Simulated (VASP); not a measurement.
# Ag (Fm-3m) in VASP: a series of runs

Runs on Ag. Level: PBE. Tasks: single point.

Everything below comes from runs of VASP 6.6.1. Logs are shortened: lines on timing, memory, paths and dates and some standing lists are left out, and cuts for length are marked.

## 1. The cell of the first run

The structure is cubic, space group Fm-3m (No. 225). Conventional cell: a = 3.923 Å, b = 3.923 Å, c = 3.923 Å, α = 90.00°, β = 90.00°, γ = 90.00°. Within 3.7 Å of Ag (site symmetry m-3m) lie 12 Ag at 2.77 Å.

## 2. Single point, PBE (strain -0.040 along x and y, -0.040 along z)

Contents of INCAR:

```
SYSTEM = Ag
ALGO = Normal ; EDIFF = 1E-7
ENCUT = 520 ; GGA = PE
ISIF = 2 ; ISMEAR = 0
LASPH = .TRUE. ; LCHARG = .FALSE.
LREAL = .FALSE. ; LWAVE = .FALSE.
NBANDS = 12 ; NELM = 80
PREC = Accurate ; SIGMA = 0.15
```

Contents of KPOINTS:

```
k-points
0
G
  20 20 20
  0 0 0
```

Contents of POSCAR:

```
Ag
1.0
    0.0000000000      1.9613760000      1.9613760000
    1.9613760000      0.0000000000      1.9613760000
    1.9613760000      1.9613760000      0.0000000000
Ag
1
Direct
    0.0000000000      0.0000000000      0.0000000000
```

Potentials or basis: VASP PAW PBE potentials, release 64 (Ag).

Launch:

```bash
cat potpaw_PBE.64/Ag/POTCAR > POTCAR
mpirun -np 1 vasp_std > vasp.out
```

OUTCAR:

```text
SYSTEM = Ag
   EDIFF = 1E-7
   ENCUT = 520
   GGA = PE
   ISIF = 2
   ISMEAR = 0
   LASPH = .TRUE.
   LREAL = .FALSE.
   NELM = 80
   PREC = Accurate

 ion  position               nearest neighbor table
   1  0.000  0.000  0.000-

  LATTYP: Found a face centered cubic cell.
 ALAT       =     3.9227520000

  Lattice vectors:

 A1 = (   0.0000000000,   1.9613760000,   1.9613760000)
 A2 = (   1.9613760000,   0.0000000000,   1.9613760000)
 A3 = (   1.9613760000,   1.9613760000,   0.0000000000)

Analysis of symmetry for initial positions (statically):
=====================================================================
 Subroutine PRICEL returns:
 Original cell was already a primitive cell.

 Routine SETGRP: Setting up the symmetry group for a
 face centered cubic supercell.

 Subroutine GETGRP returns: Found 48 space group operations
[... 9 lines left out ...]

 Routine SETGRP: Setting up the symmetry group for a
 face centered cubic supercell.

 Subroutine GETGRP returns: Found 48 space group operations
[... 11 lines left out ...]
                                     Primitive cell

  volume of cell :      15.0908

  direct lattice vectors                    reciprocal lattice vectors
     0.000000000  1.961376000  1.961376000    -0.254923074  0.254923074  0.254923074
     1.961376000  0.000000000  1.961376000     0.254923074 -0.254923074  0.254923074
     1.961376000  1.961376000  0.000000000     0.254923074  0.254923074 -0.254923074

  length of vectors
     2.773804540  2.773804540  2.773804540     0.441539717  0.441539717  0.441539717

  position of ions in fractional coordinates (direct lattice)
     0.000000000  0.000000000  0.000000000

  ion indices of the primitive-cell ions
   primitive index   ion index
                 1           1

----------------------------------------------------------------------------------------

 KPOINTS: k-points

Automatic generation of k-mesh.
 Grid dimensions read from file:
 generate k-points for:   20   20   20

 Generating k-lattice:

  Cartesian coordinates                     Fractional coordinates (reciprocal lattice)
    -0.012746154  0.012746154  0.012746154     0.050000000  0.000000000  0.000000000
     0.012746154 -0.012746154  0.012746154     0.000000000  0.050000000  0.000000000
     0.012746154  0.012746154 -0.012746154     0.000000000  0.000000000  0.050000000

  Length of vectors
     0.022076986  0.022076986  0.022076986

[... 52 lines left out ...]
   NELM   =     80;   NELMIN=  2; NELMDL= -5     # of ELM steps
   EDIFF  = 0.1E-06   stopping-criterion for ELM
   LREAL  =      F    real-space projection
   EDIFFG = 0.1E-05   stopping-criterion for IOM
   NSW    =      0    number of steps for IOM
   IBRION =     -1    ionic relax: 0-MD 1-quasi-New 2-CG
   NFREE  =      0    steps in history (QN), initial steepest desc. (CG)
   ISIF   =      2    stress and relaxation
   ISYM   =      2    0-nonsym 1-usesym 2-fastsym
   POTIM  = 0.5000    time-step for ionic-motion
   TEBEG  =    0.0;   TEEND  =   0.0 temperature during run
   PSTRESS=    0.0 pullay stress
   NELECT =      11.0000    total number of electrons
   NUPDOWN=      -1.0000    fix difference up-down
   EMIN   =  10.00;   EMAX   =-10.00  energy-range for DOS
   EFERMI =   0.00;   METHOD = LEGACY
   ISMEAR =     0;   SIGMA  =   0.15  broadening in eV -4-tet -1-fermi 0-gaus
   EFERMI_NEDOS =   21; number of points for ismear=-14 and -15
   IALGO  =     38    algorithm
   IMIX   =      4    mixing-type and parameters
     AMIX     =   0.40;   BMIX     =  1.00
     AMIX_MAG =   1.60;   BMIX_MAG =  1.00
  volume/ion in A,a.u.               =      15.09       101.84
  Fermi-wavevector in a.u.,A,eV,Ry     =   1.473335  2.784200 29.534389  2.170716
  Thomas-Fermi vector in A             =   2.588241
   LORBIT       =      0    0 simple, 1 ext, 2 COOP (PROOUT), +10 PAW based schemes
   GGA     = PE    functional components
   LHFCALC =     F    Hartree Fock is set to
   AEXX    =    0.0000 exact exchange contribution
   IVDW    =     0    specifies the selected vdW correction
   LEPSILON=     F    determine dielectric tensor
   LRPA    =     F    only Hartree local field effects (RPA)
 non-spin polarized calculation
 Gauss-broadening in eV      SIGMA  =   0.15
  energy-cutoff  :      520.00
  volume of cell :       15.09
 maximum number of plane-waves:       419
 NGX is ok and might be reduce to    24
   NGX = 11   NGY = 11   NGZ = 11

 number of electron      10.9999998 magnetization

 Free energy of the ion-electron system (eV)
  ---------------------------------------------------
  ext. energy  EPLUGINS =         0.00000000
  ---------------------------------------------------
  free energy    TOTEN  =        -2.54717819 eV

  energy without entropy =       -2.54472011  energy(sigma->0) =       -2.54594915

 E-fermi :  10.2814     XC(G=0): -12.9550

 val. band max:       10.2398142240   @ k =   0.5000   0.1000   0.0000
 cond. band min:      10.2910963290   @ k =  -0.4500   0.1000   0.0500
 fundamental gap:      0.0512821050
 Fermi energy:        10.2813556528

 k-point     1 :       0.0000    0.0000    0.0000
  band No.  band energies     occupation
      1       1.5372      2.00000
      2       4.9556      2.00000
      3       4.9556      2.00000
      4       4.9556      2.00000
      5       6.2381      2.00000
      6       6.2381      2.00000
      7      26.4818      0.00000
      8      30.7894      0.00000
      9      30.7894      0.00000
     10      30.7894      0.00000
     11      35.9330      0.00000
     12      38.0043      0.00000
[... 331 lines left out ...]
 k-point    24 :      -0.3500    0.0500    0.0000
  band No.  band energies     occupation
      1       3.1856      2.00000
      2       5.0148      2.00000
      3       5.0655      2.00000
      4       6.5220      2.00000
      5       6.7786      2.00000
      6       7.7382      2.00000
      7      17.8627      0.00000
      8      26.2229      0.00000
      9      29.1540      0.00000
     10      30.9080      0.00000
     11      34.6504      0.00000
     12      34.7210      0.00000

 [... further k-points ...]
[... 5 lines left out ...]
  --------------------------------------------------------------------------------------
  -------------------------------------------------------------------------------------
  Total        2.2973411      2.2973411      2.2973411      0.0000000      0.0000000     -0.0000000
  in kB      243.9065703    243.9065703    243.9065703      0.0000000      0.0000000     -0.0000000
  external PRESSURE =     243.9065703 kB  Pullay stress =       0.0000000 kB

 VOLUME and BASIS-vectors are now :
 -----------------------------------------------------------------------------
  energy-cutoff  :      520.00
  volume of cell :       15.09
      direct lattice vectors                 reciprocal lattice vectors
     0.000000000  1.961376000  1.961376000    -0.254923074  0.254923074  0.254923074
     1.961376000  0.000000000  1.961376000     0.254923074 -0.254923074  0.254923074
     1.961376000  1.961376000  0.000000000     0.254923074  0.254923074 -0.254923074

 POSITION                                       TOTAL-FORCE (eV/Angst)
 -----------------------------------------------------------------------------------
      0.00000      0.00000      0.00000         0.000000      0.000000     -0.000000
 -----------------------------------------------------------------------------------
    total drift:                               -0.000000      0.000000      0.000000

  FREE ENERGIE OF THE ION-ELECTRON SYSTEM (eV)
  ---------------------------------------------------
  free  energy   TOTEN  =        -2.5471781878 eV

  energy  without entropy=       -2.5447201112  energy(sigma->0) =       -2.54594915
```

OSZICAR:

```text
N       E                     dE             d eps       ncg     rms          rms(c)
DAV:   1     0.529289789970E+02    0.52929E+02   -0.55790E+03  6224   0.841E+02
DAV:   2    -0.199855122548E+01   -0.54928E+02   -0.51976E+02  7180   0.200E+02
DAV:   3    -0.283137222706E+01   -0.83282E+00   -0.83241E+00  7208   0.257E+01
DAV:   4    -0.283380860651E+01   -0.24364E-02   -0.24363E-02  7184   0.145E+00
DAV:   5    -0.283382519332E+01   -0.16587E-04   -0.16586E-04  7232   0.107E-01    0.740E+00
DAV:   6    -0.256689291063E+01    0.26693E+00   -0.89993E-01  6892   0.879E+00    0.451E+00
DAV:   7    -0.255134582858E+01    0.15547E-01   -0.22567E-02  7176   0.140E+00    0.233E+00
DAV:   8    -0.254716979408E+01    0.41760E-02   -0.82962E-04  7000   0.226E-01    0.133E-01
DAV:   9    -0.254717398356E+01   -0.41895E-05   -0.75029E-06  7276   0.231E-02    0.267E-02
DAV:  10    -0.254717886363E+01   -0.48801E-05   -0.33795E-06  7104   0.158E-02    0.809E-03
DAV:  11    -0.254717824334E+01    0.62029E-06   -0.99615E-08  6960   0.264E-03    0.664E-04
DAV:  12    -0.254717818776E+01    0.55576E-07   -0.33571E-09  3796   0.541E-04
   1 F= -.25471782E+01 E0= -.25459491E+01  d E =-.245808E-02
```

It took 32 s on 1 thread of Intel Xeon Platinum 8375C at 2.90GHz (Ice Lake), shared host; peak memory 0.17 GiB.

Results:

* Free energy: -2.5472 eV
* Pressure: 24.4 GPa

Caveat: the cell differs from its parent crystal (strain -0.040 along x and y, -0.040 along z).

## 3. Single point, PBE (strain +0.040 along x and y, +0.040 along z)

Contents of INCAR:

```
SYSTEM = Ag
PREC = Accurate
ENCUT = 520
EDIFF = 1E-7
ISMEAR = 0
SIGMA = 0.15
LREAL = .False.
LASPH = .True.
NELM = 100
ALGO = Normal
ISIF = 2
LWAVE = .False.
LCHARG = .False.
GGA = PE
NBANDS = 12
```

Contents of KPOINTS:

```
regular mesh
0
Gamma
  20 20 20
  0 0 0
```

Contents of POSCAR:

```
Ag
1.0
    0.0000000000      2.1248240000      2.1248240000
    2.1248240000      0.0000000000      2.1248240000
    2.1248240000      2.1248240000      0.0000000000
Ag
1
Direct
    0.0000000000      0.0000000000      0.0000000000
```

Potentials or basis: VASP PAW PBE potentials, release 64 (Ag).

Launch:

```bash
cat potpaw_PBE.64/Ag/POTCAR > POTCAR
mpirun -np 1 vasp_std > vasp.out
```

Wall time 39 s (1 thread of Intel Xeon Platinum 8375C at 2.90GHz (Ice Lake), shared host); peak memory 0.18 GiB.

It converged, with:

```yaml
Free_energy: -2.6965 eV
Pressure: -5.5 GPa
```

Levels at points of the mesh, in eV from the Fermi level:
```csv
k point,band 2,band 3,band 4,band 5,band 6,band 7,band 8,band 9,band 10,band 11
"(0.00, 0.00, 0.00)",-4.43,-4.43,-4.43,-3.60,-3.60,15.70,18.58,18.58,18.58,23.13
"(0.50, 0.00, 0.00)",-4.45,-4.45,-2.95,-2.95,-0.11,2.98,14.93,16.64,16.64,21.21
"(0.50, 0.50, 0.00)",-5.65,-2.98,-2.78,-2.78,1.70,5.85,10.05,10.05,15.76,15.82
```

Caveat: the cell differs from its parent crystal (strain +0.040 along x and y, +0.040 along z).
